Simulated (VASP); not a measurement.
Write the native input for VASP 6.6.1 that does the following.

| Item | Value |
| --- | --- |
| Task | single point |
| Functional | LDA |
| Potentials or basis | VASP PAW LDA potentials, release 64 (W_sv, C, B, H) |
| Cutoff | 520 eV |
| k mesh | 3 × 3 × 1 |
| Occupations | fermi-dirac, width 0.05 eV |
| Spin | no spin polarisation |
| Dipole correction | no |
| Further INCAR settings | LREAL = Auto; ALGO = Normal; EDIFF = 1e-06; NBANDS = 131 |

The structure of BH3W12C12 lies in POSCAR:

```
BH3W12C12
1.0
    5.7958000000      0.0000000000      0.0000000000
   -2.8979000000      5.0193100000      0.0000000000
    0.0000000000      0.0000000000     19.0722500000
W C B H
12 12 1 3
Direct
    0.0000000000      0.0000000000      0.0524321986
   -0.0004246710     -0.0001257145      0.1999564288
    0.0014666872     -0.0006229940      0.3503457641
    0.0000000000      0.5000000000      0.0524321986
    0.0000000000      0.5000000000      0.1984918927
    0.0000000000      0.5000000000      0.3401777452
    0.5000000000      0.0000000000      0.0524321986
    0.5001256767     -0.0002990451      0.1999564288
    0.5006230075      0.0020897295      0.3503457641
    0.5000000000      0.5000000000      0.0524321986
    0.5002989942      0.5004247596      0.1999564288
    0.4979103053      0.4985332645      0.3503457641
    0.3333333665      0.1666667331      0.1265949219
    0.3333333665      0.1666667331      0.2742220241
    0.3333333665      0.1666667331      0.4084809606
    0.3333333665      0.6666667331      0.1265949219
    0.3363191763      0.6682820946      0.2713741168
    0.2962177470      0.6563814548      0.4200998309
    0.8333333665      0.1666667331      0.1265949219
    0.8319629348      0.1636808645      0.2713741168
    0.8601637384      0.2037823924      0.4200998309
    0.8333333665      0.6666667331      0.1265949219
    0.8317178890      0.6680370409      0.2713741168
    0.8436186143      0.6398363520      0.4200998309
    0.0000000000      0.5000000000      0.4493314633
   -0.3414677776      0.0969402169      0.4483931891
    0.4030598467      0.5615919320      0.4483931891
   -0.0615918966      0.8414678512      0.4483931891
```

The input as run:

INCAR

```
PREC     = Accurate       # precision mode
ENCUT    = 520            # plane-wave cutoff, eV
EDIFF    = 1E-6           # SCF threshold, eV
ISMEAR   = -1             # smearing method
SIGMA    = 0.05           # smearing width, eV
LREAL    = Auto         
LASPH    = T              # aspherical terms in the spheres
NELM     = 100            # most SCF steps
ALGO     = Normal         # electronic algorithm
ISIF     = 2              # what is computed and relaxed
LWAVE    = F              # write WAVECAR
LCHARG   = T              # write CHGCAR
GGA      = CA             # functional
LELF     = T              # ELF
LVHAR    = T            
NBANDS   = 131            # bands
```

KPOINTS

```
Automatic mesh
0
Gamma
  3 3 1
```

Potentials or basis: VASP PAW LDA potentials, release 64 (W_sv, C, B, H).

The run is started by

```bash
$ cat potpaw_LDA.64/W_sv/POTCAR potpaw_LDA.64/C/POTCAR potpaw_LDA.64/B/POTCAR potpaw_LDA.64/H/POTCAR > POTCAR
$ mpirun -np 1 vasp_std > vasp.out
```

It gave:

The largest force is 1.232 eV/Å. The band gap on the k mesh is zero (bands 111 and 112 overlap by 0.32 eV).

Caveat: the k points lie up to 0.42 Å⁻¹ apart; there is no dipole correction, which matters where the two faces differ; spin-orbit coupling is left out, which moves the levels of the heavy elements.

Run time: 12 min on 1 thread of Oxide Virtual Turin-like Processor (shared host), peak memory 0.55 GiB.
